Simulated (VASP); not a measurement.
# Ba3Mo (Fm-3m) in VASP: further runs

Ba3Mo is run at these levels: PBE; tasks: single point, relaxation of cell and atoms.

All numbers are computed with VASP 6.6.1; they aren't measurements. Logs are shortened: lines on timing, memory, paths and dates and some standing lists are left out, and cuts for length are marked.

**1. The cell of the first run**

The structure is cubic, space group Fm-3m (No. 225). The conventional cell has a = 8.367 Å, b = 8.367 Å, c = 8.367 Å, α = 90.00°, β = 90.00°, γ = 90.00°. Within 4.8 Å of Ba (site symmetry -43m) lie 10 Ba at 3.62 to 4.18 Å and 4 Mo at 3.62 Å. Within 4.8 Å of Ba (site symmetry m-3m) lie 8 Ba at 3.62 Å and 6 Mo at 4.18 Å. Within 4.8 Å of Mo (site symmetry m-3m) lie 14 Ba at 3.62 to 4.18 Å.

**2. Single point, PBE**

INCAR reads:

```
SYSTEM = Ba3Mo
  PREC = Accurate
  ENCUT = 520
  EDIFF = 1E-6
  ISMEAR = 0
  SIGMA = 0.1
  LREAL = .False.
  LASPH = .True.
  NELM = 100
  ALGO = Normal
  ISIF = 2
  LWAVE = .False.
  LCHARG = .True.
  GGA = PE
  LELF = .True.
  LVHAR = .True.
  NBANDS = 30
```

KPOINTS reads:

```
regular mesh
0
Gamma
  10 10 10
  0 0 0
```

POSCAR reads:

```
Ba3Mo
1.0
    0.0000000000      4.1834272047      4.1834272047
    4.1834272047      0.0000000000      4.1834272047
    4.1834272047      4.1834272047      0.0000000000
Ba Mo
3 1
Direct
    0.2500000000      0.2500000000      0.2500000000
    0.7500000000      0.7500000000      0.7500000000
    0.5000000000      0.5000000000      0.5000000000
    0.0000000000      0.0000000000      0.0000000000
```

Potentials or basis: VASP PAW PBE potentials, release 64 (Ba_sv, Mo_sv).

Started as:

```console
cat potpaw_PBE.64/Ba_sv/POTCAR potpaw_PBE.64/Mo_sv/POTCAR > POTCAR
mpirun -np 1 vasp_std > vasp.out
```

OUTCAR:

```text
SYSTEM = Ba3Mo
   PREC = Accurate
   ENCUT = 520
   EDIFF = 1E-6
   ISMEAR = 0
   LREAL = .False.
   LASPH = .True.
   NELM = 100
   ISIF = 2
   GGA = PE

 ion  position               nearest neighbor table
   1  0.250  0.250  0.250-   3 3.62   4 3.62   4 3.62   4 3.62   4 3.62   3 3.62   3 3.62   3 3.62
                             2 4.18   2 4.18   2 4.18   2 4.18   2 4.18   2 4.18
   2  0.750  0.750  0.750-   3 3.62   4 3.62   3 3.62   3 3.62   3 3.62   4 3.62   4 3.62   4 3.62
                             1 4.18   1 4.18   1 4.18   1 4.18   1 4.18   1 4.18
   3  0.500  0.500  0.500-   1 3.62   2 3.62   1 3.62   1 3.62   1 3.62   2 3.62   2 3.62   2 3.62

   4  0.000  0.000  0.000-   1 3.62   2 3.62   2 3.62   2 3.62   2 3.62   1 3.62   1 3.62   1 3.62

  LATTYP: Found a face centered cubic cell.
 ALAT       =     8.3668544094

  Lattice vectors:

 A1 = (   0.0000000000,   4.1834272047,   4.1834272047)
 A2 = (   4.1834272047,   0.0000000000,   4.1834272047)
 A3 = (   4.1834272047,   4.1834272047,   0.0000000000)

Analysis of symmetry for initial positions (statically):
=====================================================================
 Subroutine PRICEL returns:
 Original cell was already a primitive cell.

 Routine SETGRP: Setting up the symmetry group for a
 face centered cubic supercell.

 Subroutine GETGRP returns: Found 48 space group operations
 (whereof 48 operations were pure point group operations)
 out of a pool of 48 trial point group operations.

The static configuration has the point symmetry O_h .

Analysis of symmetry for dynamics (positions and initial velocities):
=====================================================================
 Subroutine PRICEL returns:
 Original cell was already a primitive cell.

 Routine SETGRP: Setting up the symmetry group for a
 face centered cubic supercell.

 Subroutine GETGRP returns: Found 48 space group operations
 (whereof 48 operations were pure point group operations)
 out of a pool of 48 trial point group operations.

The dynamic configuration has the point symmetry O_h .

 Subroutine INISYM returns: Found 48 space group operations
 (whereof 48 operations are pure point group operations),
 and found     1 'primitive' translations

----------------------------------------------------------------------------------------

                                     Primitive cell

  volume of cell :     146.4288

  direct lattice vectors                    reciprocal lattice vectors
     0.000000000  4.183427205  4.183427205    -0.119519230  0.119519230  0.119519230
     4.183427205  0.000000000  4.183427205     0.119519230 -0.119519230  0.119519230
     4.183427205  4.183427205  0.000000000     0.119519230  0.119519230 -0.119519230

  length of vectors
     5.916259490  5.916259490  5.916259490     0.207013380  0.207013380  0.207013380

  position of ions in fractional coordinates (direct lattice)
     0.250000000  0.250000000  0.250000000
     0.750000000  0.750000000  0.750000000
     0.500000000  0.500000000  0.500000000
     0.000000000  0.000000000  0.000000000

  ion indices of the primitive-cell ions
   primitive index   ion index
                 1           1
                 2           2
                 3           3
                 4           4

----------------------------------------------------------------------------------------

 KPOINTS: regular mesh

Automatic generation of k-mesh.
 Grid dimensions read from file:
 generate k-points for:   10   10   10

 Generating k-lattice:

  Cartesian coordinates                     Fractional coordinates (reciprocal lattice)
    -0.011951923  0.011951923  0.011951923     0.100000000  0.000000000  0.000000000
     0.011951923 -0.011951923  0.011951923     0.000000000  0.100000000  0.000000000
     0.011951923  0.011951923 -0.011951923     0.000000000  0.000000000  0.100000000

  Length of vectors
     0.020701338  0.020701338  0.020701338

  Shift w.r.t. Gamma in fractional coordinates (k-lattice)
     0.000000000  0.000000000  0.000000000

 Subroutine IBZKPT returns following result:
 ===========================================

 Found     47 irreducible k-points:

 Following reciprocal coordinates:
            Coordinates               Weight
  0.000000  0.000000  0.000000      1.000000
  0.100000  0.000000  0.000000      8.000000
  0.200000  0.000000  0.000000      8.000000
  0.300000  0.000000  0.000000      8.000000
  0.400000  0.000000  0.000000      8.000000
  0.500000  0.000000  0.000000      4.000000
[... 16 lines left out ...]
  0.300000  0.300000  0.000000      6.000000
  0.400000  0.300000  0.000000     24.000000
 [... further k-points ...]
   k-points           NKPTS =     47   k-points in BZ     NKDIM =     47   number of bands    NBANDS=     30
   number of dos      NEDOS =    301   number of ions     NIONS =      4
   total plane-waves  NPLWV = 110592
   dimension x,y,z NGX =    48 NGY =   48 NGZ =   48
   dimension x,y,z NGXF=    96 NGYF=   96 NGZF=   96
   ions per type =               3   1
   NGX,Y,Z   is equivalent  to a cutoff of  13.49, 13.49, 13.49 a.u.
   NGXF,Y,Z  is equivalent  to a cutoff of  26.98, 26.98, 26.98 a.u.
 SYSTEM =  Ba3Mo
   PREC   = accura    normal or accurate (medium, high low for compatibility)
   ISTART =      0    job   : 0-new  1-cont  2-samecut
   ICHARG =      2    charge: 1-file 2-atom 10-const
   ISPIN  =      1    spin polarized calculation?
   LNONCOLLINEAR =      F non collinear calculations
   LSORBIT =      F    spin-orbit coupling
   LASPH  =      T    aspherical Exc in radial PAW
   ENCUT  =  520.0 eV  38.22 Ry    6.18 a.u.  11.00 11.00 11.00*2*pi/ulx,y,z
   NELM   =    100;   NELMIN=  2; NELMDL= -5     # of ELM steps
   EDIFF  = 0.1E-05   stopping-criterion for ELM
   LREAL  =      F    real-space projection
   EDIFFG = 0.1E-04   stopping-criterion for IOM
   NSW    =      0    number of steps for IOM
   IBRION =     -1    ionic relax: 0-MD 1-quasi-New 2-CG
   NFREE  =      0    steps in history (QN), initial steepest desc. (CG)
   ISIF   =      2    stress and relaxation
   ISYM   =      2    0-nonsym 1-usesym 2-fastsym
   POTIM  = 0.5000    time-step for ionic-motion
   TEBEG  =    0.0;   TEEND  =   0.0 temperature during run
   PSTRESS=    0.0 pullay stress
   NELECT =      44.0000    total number of electrons
   NUPDOWN=      -1.0000    fix difference up-down
   EMIN   =  10.00;   EMAX   =-10.00  energy-range for DOS
   EFERMI =   0.00;   METHOD = LEGACY
   ISMEAR =     0;   SIGMA  =   0.10  broadening in eV -4-tet -1-fermi 0-gaus
   EFERMI_NEDOS =   21; number of points for ismear=-14 and -15
   IALGO  =     38    algorithm
   IMIX   =      4    mixing-type and parameters
     AMIX     =   0.40;   BMIX     =  1.00
     AMIX_MAG =   1.60;   BMIX_MAG =  1.00
  volume/ion in A,a.u.               =      36.61       247.04
  Fermi-wavevector in a.u.,A,eV,Ry     =   1.096521  2.072124 16.359069  1.202358
  Thomas-Fermi vector in A             =   2.232864
   LORBIT       =      0    0 simple, 1 ext, 2 COOP (PROOUT), +10 PAW based schemes
   GGA     = PE    functional components
   LHFCALC =     F    Hartree Fock is set to
   AEXX    =    0.0000 exact exchange contribution
   IVDW    =     0    specifies the selected vdW correction
   LEPSILON=     F    determine dielectric tensor
   LRPA    =     F    only Hartree local field effects (RPA)
 non-spin polarized calculation
 Gauss-broadening in eV      SIGMA  =   0.10
  energy-cutoff  :      520.00
  volume of cell :      146.43
 maximum number of plane-waves:      3984
 NGX is ok and might be reduce to    48
   NGX = 21   NGY = 21   NGZ = 21

 number of electron      43.9999998 magnetization

 Free energy of the ion-electron system (eV)
  ---------------------------------------------------
  ext. energy  EPLUGINS =         0.00000000
  ---------------------------------------------------
  free energy    TOTEN  =       -12.36454208 eV

  energy without entropy =      -12.29638877  energy(sigma->0) =      -12.33046542

 E-fermi :   3.6991     XC(G=0):  -9.2870

 val. band max:        3.6970385091   @ k =  -0.4000   0.1000   0.0000
 cond. band min:       3.6991917498   @ k =   0.1000   0.0000   0.0000
 fundamental gap:      0.0021532407
 Fermi energy:         3.6991235789

 k-point     1 :       0.0000    0.0000    0.0000
  band No.  band energies     occupation
      1     -56.4783      2.00000
      2     -30.5578      2.00000
      3     -30.5578      2.00000
      4     -30.5578      2.00000
      5     -24.8211      2.00000
      6     -24.0919      2.00000
[... 22 lines left out ...]
     29       5.8061      0.00000
     30       5.8061      0.00000

 k-point     2 :       0.1000    0.0000    0.0000
  band No.  band energies     occupation
      1     -56.4784      2.00000
      2     -30.5578      2.00000
      3     -30.5578      2.00000
      4     -30.5578      2.00000
      5     -24.8166      2.00000
      6     -24.0946      2.00000
[... 22 lines left out ...]
     29       5.8355      0.00000
     30       5.8498      0.00000

 k-point     3 :       0.2000    0.0000    0.0000
  band No.  band energies     occupation
      1     -56.4784      2.00000
      2     -30.5580      2.00000
      3     -30.5578      2.00000
      4     -30.5578      2.00000
      5     -24.8046      2.00000
      6     -24.1014      2.00000
[... 22 lines left out ...]
     29       6.0888      0.00000
     30       6.0888      0.00000

 k-point     4 :       0.3000    0.0000    0.0000
  band No.  band energies     occupation
      1     -56.4784      2.00000
      2     -30.5581      2.00000
      3     -30.5578      2.00000
      4     -30.5578      2.00000
      5     -24.7892      2.00000
      6     -24.1095      2.00000
[... 616 lines left out ...]
     29       6.3332      0.00000
     30       6.4407      0.00000

 k-point    23 :       0.3000    0.3000    0.0000
  band No.  band energies     occupation
      1     -56.4784      2.00000
      2     -30.5581      2.00000
      3     -30.5579      2.00000
      4     -30.5579      2.00000
      5     -24.7785      2.00000
      6     -24.1184      2.00000
[... 22 lines left out ...]
     29       6.2083      0.00000
     30       6.2891      0.00000

 k-point    24 :       0.4000    0.3000    0.0000
  band No.  band energies     occupation
      1     -56.4784      2.00000
      2     -30.5582      2.00000
      3     -30.5579      2.00000
      4     -30.5579      2.00000
      5     -24.7682      2.00000
      6     -24.1237      2.00000
[... 22 lines left out ...]
     29       6.1449      0.00000
     30       6.2815      0.00000

 [... further k-points ...]
[... 5 lines left out ...]
  --------------------------------------------------------------------------------------
  -------------------------------------------------------------------------------------
  Total        0.5737992      0.5737992      0.5737992      0.0000000      0.0000000     -0.0000000
  in kB        6.2783260      6.2783260      6.2783260      0.0000000      0.0000000     -0.0000000
  external PRESSURE =       6.2783260 kB  Pullay stress =       0.0000000 kB

 VOLUME and BASIS-vectors are now :
 -----------------------------------------------------------------------------
  energy-cutoff  :      520.00
  volume of cell :      146.43
      direct lattice vectors                 reciprocal lattice vectors
     0.000000000  4.183427205  4.183427205    -0.119519230  0.119519230  0.119519230
     4.183427205  0.000000000  4.183427205     0.119519230 -0.119519230  0.119519230
     4.183427205  4.183427205  0.000000000     0.119519230  0.119519230 -0.119519230

 POSITION                                       TOTAL-FORCE (eV/Angst)
 -----------------------------------------------------------------------------------
      2.09171      2.09171      2.09171        -0.000000     -0.000000      0.000000
      6.27514      6.27514      6.27514        -0.000000      0.000000     -0.000000
      4.18343      4.18343      4.18343         0.000000     -0.000000      0.000000
      0.00000      0.00000      0.00000         0.000000     -0.000000      0.000000
 -----------------------------------------------------------------------------------
    total drift:                               -0.000000     -0.000000     -0.000000

  FREE ENERGIE OF THE ION-ELECTRON SYSTEM (eV)
  ---------------------------------------------------
  free  energy   TOTEN  =       -12.3645420753 eV

  energy  without entropy=      -12.2963887729  energy(sigma->0) =      -12.33046542
```

Run time: 4.5 min. Hardware: 1 thread of Intel Xeon Platinum 8124M at 3.00GHz (Skylake/Cascade Lake), shared host; peak memory 0.43 GiB.

What came out:

```
Free energy            : -12.3645 eV
Pressure               : 0.6 GPa
Band gap on the k mesh : zero (band 22 reaches 3.87 eV, above the bottom of band 23 at 3.53 eV)
```

Levels at points of the mesh, in eV from the Fermi level:
```tsv
k point	band 18	band 19	band 20	band 21	band 22	band 23	band 24	band 25	band 26	band 27
(0.00, 0.00, 0.00)	-1.43	-1.43	0.17	0.17	0.17	0.58	0.58	0.58	1.99	1.99
(0.50, 0.00, 0.00)	-0.51	-0.25	-0.14	-0.14	-0.05	-0.05	0.00	0.00	0.93	1.14
(0.50, 0.50, 0.00)	-1.21	-0.44	-0.33	-0.30	-0.17	-0.17	0.95	1.62	1.69	1.69
```

Caveat: spin-orbit coupling is left out, which moves the levels of the heavy elements.

**3. Relaxation of cell and atoms, PBE**

INCAR reads:

```
  PREC = Accurate
  ENCUT = 600
  EDIFF = 1E-6
  ISMEAR = 0
  SIGMA = 0.1
  LREAL = False
  LASPH = True
  NELM = 100
  ALGO = Normal
  ISIF = 3
  LWAVE = False
  LCHARG = False
  GGA = PE
  IBRION = 2
  NSW = 100
  EDIFFG = -0.01
```

KPOINTS reads:

```
regular mesh
0
Gamma
  10 10 10
```

POSCAR is that of step 2.

Potentials or basis: VASP PAW PBE potentials, release 64 (Ba_sv, Mo_sv).

Started as:

```console
cat potpaw_PBE.64/Ba_sv/POTCAR potpaw_PBE.64/Mo_sv/POTCAR > POTCAR
mpirun -np 1 vasp_std > vasp.out
```

Wall time 4.7 min (1 thread of AMD EPYC 9R45 (Zen 5), shared host); peak memory 0.44 GiB.

It converged, with:

| Property | Result |
| --- | --- |
| Free energy | -12.3730 eV |
| Relaxed volume | 37.81 Å³/atom |
| Relaxed cell | a = 5.980 Å, b = 5.980 Å, c = 5.980 Å, α = 60.00°, β = 60.00°, γ = 60.00° |
| Space group after relaxing (to 0.05 Å) | Fm-3m (No. 225) |
| Energy gained by relaxing | 2.2 meV/atom |
| Ionic steps | 3 |
| Pressure after relaxing | 0.0 GPa |
| Band gap on the k mesh | zero (band 22 reaches 3.67 eV, above the bottom of band 23 at 3.38 eV) |

Step by step:
```tsv
step	energy change (eV)	largest force (eV/Å)	pressure (GPa)	volume (Å³)
1	0.0000	0.0000	0.62	146.43
2	-0.0077	0.0000	0.21	149.44
3	-0.0088	0.0000	-0.03	151.23
```

Final structure:
```
CELL_PARAMETERS angstrom
0.00000 4.22869 4.22869
4.22869 0.00000 4.22869
4.22869 4.22869 0.00000
ATOMIC_POSITIONS crystal
Ba 0.25000 0.25000 0.25000
Ba 0.75000 0.75000 0.75000
Ba 0.50000 0.50000 0.50000
Mo 0.00000 0.00000 0.00000
```

Levels at points of the mesh, in eV from the Fermi level:
```tsv
k point	band 19	band 20	band 21	band 22	band 23	band 24	band 25	band 26
(0.00, 0.00, 0.00)	-1.36	0.14	0.14	0.14	0.56	0.56	0.56	1.92
(0.50, 0.00, 0.00)	-0.24	-0.14	-0.14	-0.05	-0.05	0.01	0.01	0.91
(0.50, 0.50, 0.00)	-0.49	-0.39	-0.27	-0.15	-0.15	0.97	1.64	1.64
```

Caveat: spin-orbit coupling is left out, which moves the levels of the heavy elements.
